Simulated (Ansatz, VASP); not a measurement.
WS2 in VASP and in Ansatz

```
W S
1.0
     3.18352    0.00000    0.00000
    -1.59176    2.75701    0.00000
     0.00000    0.00000   16.95058
W S
1 2
Direct
  0.32535 0.66003 0.99803
  0.66299 0.29142 0.90606
  0.71698 0.34426 0.09409
```

Alike in both runs: task single point; functional LDA; k mesh 6 × 6 × 1; no spin polarisation.

|  | VASP | Ansatz |
| --- | --- | --- |
| version | VASP 6.6.1 | Ansatz 0.2.0 |
| potentials or method | VASP PAW LDA potentials, release 64 (W_sv, S), cutoff 500 eV | plane waves, PAW |
| occupations | methfessel-paxton of order 1, width 0.1 eV | cold, width 0.1 eV |
| valence electrons in the cell | 26 | 26 |

VASP gave:

```
rms of the force components (eV/Å) : 1.111
```

Question: Which values does Ansatz return?

Answer: rms of the force components (eV/Å): 1.113.

LDA's correlation is that of Perdew and Zunger in VASP and of Perdew and Wang (1992) in Ansatz. Atom by atom the forces differ by 0.021 eV/Å (rms over components).

Neither program's run includes spin-orbit coupling.
